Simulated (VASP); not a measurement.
# BaTe (P4mm) in VASP: further runs

The runs below take BaTe through single point, relaxation of cell and atoms, with PBE.

All numbers are computed with VASP 6.6.1; they aren't measurements. Logs are shortened: lines on timing, memory, paths and dates and some standing lists are left out, and cuts for length are marked.

### 1 The cell of the first run

It takes space group P4mm (No. 99, tetragonal). Conventional cell: a = 4.933 Å, b = 4.933 Å, c = 3.554 Å, α = 90.00°, β = 90.00°, γ = 90.00°. Ba (site symmetry 4mm) has 2 Ba at 3.55 Å and 8 Te at 3.68 to 4.22 Å within 4.7 Å. Within 4.7 Å of Te (site symmetry 4mm) lie 2 Te at 3.55 Å and 8 Ba at 3.68 to 4.22 Å.

The cell was generated, and may not be a known phase.

### 2 Single point, PBE

Input file INCAR:

```
SYSTEM = BaTe
PREC = Accurate
ENCUT = 520
EDIFF = 1E-6
ISMEAR = 0
SIGMA = 0.1
LREAL = .False.
LASPH = .True.
NELM = 80
ALGO = Normal
ISIF = 2
LWAVE = .False.
LCHARG = .False.
GGA = PE
NBANDS = 15
```

Input file KPOINTS:

```
regular mesh
0
Gamma
  4 4 6
  0 0 0
```

Input file POSCAR:

```
BaTe
1.0
    4.9327051700      0.0000000000      0.0000000000
    0.0000000000      4.9327051700      0.0000000000
    0.0000000000      0.0000000000      3.5544620400
Ba Te
1 1
Direct
    0.5000000000      0.5000000000      0.0035760100
    0.0000000000      0.0000000000      0.6709462500
```

Potentials or basis: VASP PAW PBE potentials, release 64 (Ba_sv, Te).

The run is started by

```sh
$ cat potpaw_PBE.64/Ba_sv/POTCAR potpaw_PBE.64/Te/POTCAR > POTCAR
$ mpirun -np 1 vasp_std > vasp.out
```

OUTCAR:

```text
SYSTEM = BaTe
   PREC = Accurate
   ENCUT = 520
   EDIFF = 1E-6
   ISMEAR = 0
   LREAL = .False.
   LASPH = .True.
   NELM = 80
   ISIF = 2
   GGA = PE

 ion  position               nearest neighbor table
   1  0.500  0.500  0.004-   2 3.68   2 3.68   2 3.68   2 3.68
   2  0.000  0.000  0.671-   1 3.68   1 3.68   1 3.68   1 3.68

  LATTYP: Found a simple tetragonal cell.
 ALAT       =     4.9327051700
 C/A-ratio  =     0.7205908153

  Lattice vectors:

 A1 = (   4.9327051700,   0.0000000000,   0.0000000000)
 A2 = (   0.0000000000,   4.9327051700,   0.0000000000)
 A3 = (   0.0000000000,   0.0000000000,   3.5544620400)

Analysis of symmetry for initial positions (statically):
=====================================================================
 Subroutine PRICEL returns:
 Original cell was already a primitive cell.

 Routine SETGRP: Setting up the symmetry group for a
 simple tetragonal supercell.

 Subroutine GETGRP returns: Found  8 space group operations
 (whereof  8 operations were pure point group operations)
 out of a pool of 16 trial point group operations.

The static configuration has the point symmetry C_4v.

Analysis of symmetry for dynamics (positions and initial velocities):
=====================================================================
 Subroutine PRICEL returns:
 Original cell was already a primitive cell.

 Routine SETGRP: Setting up the symmetry group for a
 simple tetragonal supercell.

 Subroutine GETGRP returns: Found  8 space group operations
 (whereof  8 operations were pure point group operations)
 out of a pool of 16 trial point group operations.

The dynamic configuration has the point symmetry C_4v.

 Subroutine INISYM returns: Found  8 space group operations
 (whereof  8 operations are pure point group operations),
 and found     1 'primitive' translations

----------------------------------------------------------------------------------------

                                     Primitive cell

  volume of cell :      86.4857

  direct lattice vectors                    reciprocal lattice vectors
     4.932705170  0.000000000  0.000000000     0.202728516  0.000000000  0.000000000
     0.000000000  4.932705170  0.000000000     0.000000000  0.202728516  0.000000000
     0.000000000  0.000000000  3.554462040     0.000000000  0.000000000  0.281336525

  length of vectors
     4.932705170  4.932705170  3.554462040     0.202728516  0.202728516  0.281336525

  position of ions in fractional coordinates (direct lattice)
     0.500000000  0.500000000  0.003576010
     0.000000000  0.000000000  0.670946250

  ion indices of the primitive-cell ions
   primitive index   ion index
                 1           1
                 2           2

----------------------------------------------------------------------------------------

 KPOINTS: regular mesh

Automatic generation of k-mesh.
 Grid dimensions read from file:
 generate k-points for:    4    4    6

 Generating k-lattice:

  Cartesian coordinates                     Fractional coordinates (reciprocal lattice)
     0.050682129  0.000000000  0.000000000     0.250000000  0.000000000  0.000000000
     0.000000000  0.050682129  0.000000000     0.000000000  0.250000000  0.000000000
     0.000000000  0.000000000  0.046889421     0.000000000  0.000000000  0.166666667

  Length of vectors
     0.050682129  0.050682129  0.046889421

  Shift w.r.t. Gamma in fractional coordinates (k-lattice)
     0.000000000  0.000000000  0.000000000

 Subroutine IBZKPT returns following result:
 ===========================================

 Found     24 irreducible k-points:

 Following reciprocal coordinates:
            Coordinates               Weight
  0.000000  0.000000  0.000000      1.000000
  0.250000  0.000000  0.000000      4.000000
  0.500000  0.000000  0.000000      2.000000
  0.250000  0.250000  0.000000      4.000000
  0.500000  0.250000  0.000000      4.000000
  0.500000  0.500000  0.000000      1.000000
[... 16 lines left out ...]
  0.500000  0.250000  0.500000      4.000000
  0.500000  0.500000  0.500000      1.000000
   k-points           NKPTS =     24   k-points in BZ     NKDIM =     24   number of bands    NBANDS=     15
   number of dos      NEDOS =    301   number of ions     NIONS =      2
   total plane-waves  NPLWV =  44800
   dimension x,y,z NGX =    40 NGY =   40 NGZ =   28
   dimension x,y,z NGXF=    80 NGYF=   80 NGZF=   56
   ions per type =               1   1
   NGX,Y,Z   is equivalent  to a cutoff of  13.48, 13.48, 13.10 a.u.
   NGXF,Y,Z  is equivalent  to a cutoff of  26.96, 26.96, 26.19 a.u.
 SYSTEM =  BaTe
   PREC   = accura    normal or accurate (medium, high low for compatibility)
   ISTART =      0    job   : 0-new  1-cont  2-samecut
   ICHARG =      2    charge: 1-file 2-atom 10-const
   ISPIN  =      1    spin polarized calculation?
   LNONCOLLINEAR =      F non collinear calculations
   LSORBIT =      F    spin-orbit coupling
   LASPH  =      T    aspherical Exc in radial PAW
   ENCUT  =  520.0 eV  38.22 Ry    6.18 a.u.   9.17  9.17  6.61*2*pi/ulx,y,z
   NELM   =     80;   NELMIN=  2; NELMDL= -5     # of ELM steps
   EDIFF  = 0.1E-05   stopping-criterion for ELM
   LREAL  =      F    real-space projection
   EDIFFG = 0.1E-04   stopping-criterion for IOM
   NSW    =      0    number of steps for IOM
   IBRION =     -1    ionic relax: 0-MD 1-quasi-New 2-CG
   NFREE  =      0    steps in history (QN), initial steepest desc. (CG)
   ISIF   =      2    stress and relaxation
   ISYM   =      2    0-nonsym 1-usesym 2-fastsym
   POTIM  = 0.5000    time-step for ionic-motion
   TEBEG  =    0.0;   TEEND  =   0.0 temperature during run
   PSTRESS=    0.0 pullay stress
   NELECT =      16.0000    total number of electrons
   NUPDOWN=      -1.0000    fix difference up-down
   EMIN   =  10.00;   EMAX   =-10.00  energy-range for DOS
   EFERMI =   0.00;   METHOD = LEGACY
   ISMEAR =     0;   SIGMA  =   0.10  broadening in eV -4-tet -1-fermi 0-gaus
   EFERMI_NEDOS =   21; number of points for ismear=-14 and -15
   IALGO  =     38    algorithm
   IMIX   =      4    mixing-type and parameters
     AMIX     =   0.40;   BMIX     =  1.00
     AMIX_MAG =   1.60;   BMIX_MAG =  1.00
  volume/ion in A,a.u.               =      43.24       291.82
  Fermi-wavevector in a.u.,A,eV,Ry     =   0.932825  1.762783 11.839275  0.870162
  Thomas-Fermi vector in A             =   2.059463
   LORBIT       =      0    0 simple, 1 ext, 2 COOP (PROOUT), +10 PAW based schemes
   GGA     = PE    functional components
   LHFCALC =     F    Hartree Fock is set to
   AEXX    =    0.0000 exact exchange contribution
   IVDW    =     0    specifies the selected vdW correction
   LEPSILON=     F    determine dielectric tensor
   LRPA    =     F    only Hartree local field effects (RPA)
 non-spin polarized calculation
 Gauss-broadening in eV      SIGMA  =   0.10
  energy-cutoff  :      520.00
  volume of cell :       86.49
 maximum number of plane-waves:      2353
 NGX is ok and might be reduce to    40
   NGX = 19   NGY = 19   NGZ = 13

 number of electron      15.9999999 magnetization

 Free energy of the ion-electron system (eV)
  ---------------------------------------------------
  ext. energy  EPLUGINS =         0.00000000
  ---------------------------------------------------
  free energy    TOTEN  =        -7.30793353 eV

  energy without entropy =       -7.30589984  energy(sigma->0) =       -7.30691668

 E-fermi :   3.8169     XC(G=0):  -8.3153

 val. band max:        3.7799763262   @ k =   0.0000   0.0000   0.0000
 cond. band min:       4.0522895272   @ k =   0.0000   0.0000   0.1667
 fundamental gap:      0.2723132010
 Fermi energy:         3.8168864854

 k-point     1 :       0.0000    0.0000    0.0000
  band No.  band energies     occupation
      1     -25.2777      2.00000
      2     -10.3943      2.00000
      3     -10.3943      2.00000
      4      -9.7278      2.00000
      5      -7.4062      2.00000
      6       1.7476      2.00000
      7       1.7476      2.00000
      8       3.1738      2.00000
      9       3.7800      1.39832
     10       4.6799      0.00000
     11       5.6532      0.00000
     12       5.9428      0.00000
     13       8.7693      0.00000
     14       8.7693      0.00000
     15      10.1697      0.00000

 k-point     2 :       0.2500    0.0000    0.0000
  band No.  band energies     occupation
      1     -25.2756      2.00000
      2     -10.4993      2.00000
      3     -10.3843      2.00000
      4      -9.7230      2.00000
      5      -7.2305      2.00000
      6       0.6370      2.00000
      7       1.4073      2.00000
      8       3.4883      2.00000
      9       4.7031      0.00000
     10       5.0781      0.00000
     11       6.3675      0.00000
     12       6.8721      0.00000
     13       8.3278      0.00000
     14       8.8404      0.00000
     15      10.0928      0.00000

 k-point     3 :       0.5000    0.0000    0.0000
  band No.  band energies     occupation
      1     -25.2735      2.00000
      2     -10.5958      2.00000
      3     -10.3742      2.00000
      4      -9.7188      2.00000
      5      -7.0553      2.00000
      6      -0.0453      2.00000
      7       1.1302      2.00000
      8       3.7722      1.47299
      9       4.8131      0.00000
     10       6.5400      0.00000
     11       6.5491      0.00000
     12       8.0267      0.00000
     13       8.6397      0.00000
     14       8.6813      0.00000
     15       9.3590      0.00000

 k-point     4 :       0.2500    0.2500    0.0000
  band No.  band energies     occupation
      1     -25.2736      2.00000
      2     -10.4902      2.00000
      3     -10.4445      2.00000
      4      -9.7195      2.00000
      5      -7.1900      2.00000
      6       0.5290      2.00000
      7       1.1636      2.00000
      8       3.6058      1.99716
      9       4.8853      0.00000
     10       5.6543      0.00000
     11       6.0744      0.00000
     12       8.3344      0.00000
     13       8.4979      0.00000
     14       8.5098      0.00000
     15       9.2187      0.00000
[... 307 lines left out ...]
 k-point    22 :       0.2500    0.2500    0.5000
  band No.  band energies     occupation
      1     -25.0887      2.00000
      2     -11.2786      2.00000
      3     -10.2342      2.00000
      4     -10.2193      2.00000
      5      -6.2754      2.00000
      6       0.0376      2.00000
      7       1.5317      2.00000
      8       1.9518      2.00000
      9       4.6608      0.00000
     10       5.3968      0.00000
     11       5.9927      0.00000
     12       6.8387      0.00000
     13       7.5889      0.00000
     14       9.4768      0.00000
     15       9.5457      0.00000

 k-point    23 :       0.5000    0.2500    0.5000
  band No.  band energies     occupation
      1     -25.0870      2.00000
      2     -11.2667      2.00000
      3     -10.2774      2.00000
      4     -10.2136      2.00000
      5      -6.2567      2.00000
      6       0.0842      2.00000
      7       1.3329      2.00000
      8       1.6740      2.00000
      9       4.7431      0.00000
     10       5.0460      0.00000
     11       6.4460      0.00000
     12       7.3890      0.00000
     13       8.1290      0.00000
     14       9.1773      0.00000
     15       9.6489      0.00000

 k-point    24 :       0.5000    0.5000    0.5000
  band No.  band energies     occupation
      1     -25.0853      2.00000
      2     -11.2582      2.00000
      3     -10.2574      2.00000
      4     -10.2574      2.00000
      5      -6.2476      2.00000
      6       0.0643      2.00000
      7       1.0975      2.00000
      8       1.0975      2.00000
      9       5.5944      0.00000
     10       5.5944      0.00000
     11       8.0640      0.00000
     12       8.1106      0.00000
     13       8.1880      0.00000
     14       8.6953      0.00000
     15       8.6953      0.00000

------------------------ aborting loop because EDIFF is reached ----------------------------------------

  FORCE on cell =-STRESS in cart. coord.  units (eV):
  Direction    XX          YY          ZZ          XY          YZ          ZX
  --------------------------------------------------------------------------------------
  -------------------------------------------------------------------------------------
  Total       -3.0317397     -3.0317397      3.2173468      0.0000000      0.0000000     -0.0000000
  in kB      -56.1640335    -56.1640335     59.6024707      0.0000000      0.0000000     -0.0000000
  external PRESSURE =     -17.5751988 kB  Pullay stress =       0.0000000 kB

 VOLUME and BASIS-vectors are now :
 -----------------------------------------------------------------------------
  energy-cutoff  :      520.00
  volume of cell :       86.49
      direct lattice vectors                 reciprocal lattice vectors
     4.932705170  0.000000000  0.000000000     0.202728516  0.000000000  0.000000000
     0.000000000  4.932705170  0.000000000     0.000000000  0.202728516  0.000000000
     0.000000000  0.000000000  3.554462040     0.000000000  0.000000000  0.281336525

 POSITION                                       TOTAL-FORCE (eV/Angst)
 -----------------------------------------------------------------------------------
      2.46635      2.46635      0.01271         0.000000      0.000000      0.211594
      0.00000      0.00000      2.38485         0.000000     -0.000000     -0.211594
 -----------------------------------------------------------------------------------
    total drift:                                0.000000     -0.000000     -0.000240

  FREE ENERGIE OF THE ION-ELECTRON SYSTEM (eV)
  ---------------------------------------------------
  free  energy   TOTEN  =        -7.3079335285 eV

  energy  without entropy=       -7.3058998379  energy(sigma->0) =       -7.30691668
```

Wall time 29 s (1 thread of Intel Xeon 8259CL, shared host); peak memory 0.22 GiB.

What came out:

* Free energy: -7.3079 eV
* Pressure: -1.8 GPa
* Largest force: 0.212 eV/Å
* Band gap on the k mesh: 0.01 eV (least direct gap 0.61 eV)

Forces on the atoms (eV/Å):
```
Ba   0.000  0.000  0.212
Te   0.000  0.000 -0.212
```

Stress tensor (GPa, compression positive):
```
-5.62  0.00  0.00
 0.00 -5.62  0.00
 0.00  0.00  5.96
```

Levels at points of the mesh, in eV from the valence-band top:
```
           k point  band 4  band 5  band 6  band 7  band 8  band 9  band 10  band 11  band 12  band 13
(0.00, 0.00, 0.00)  -13.50  -11.18   -2.02   -2.02   -0.60    0.01     0.91     1.88     2.17     5.00
(0.50, 0.00, 0.00)  -13.49  -10.83   -3.82   -2.64    0.00    1.04     2.77     2.78     4.25     4.87
(0.50, 0.50, 0.00)  -13.49  -11.03   -2.85   -2.85   -0.29    1.08     2.95     3.04     3.71     4.41
(0.00, 0.00, 0.50)  -13.95  -10.10   -3.98   -1.64   -1.64    1.63     2.09     2.09     3.26     3.53
(0.50, 0.00, 0.50)  -13.94  -10.04   -3.61   -2.20   -1.38    0.71     0.88     1.23     2.71     4.21
(0.50, 0.50, 0.50)  -14.03  -10.02   -3.71   -2.67   -2.67    1.82     1.82     4.29     4.34     4.42
```

Caveat: the stress differs along the axes, from -6 to 6 GPa; the smearing spreads over this small gap; semilocal functionals underestimate gaps, and a narrow one can read as zero; spin-orbit coupling is left out, which moves the levels of the heavy elements.

[end of part 1 of 2]

The gap in the log of VASP goes by the Fermi energy; the results here count the filled bands.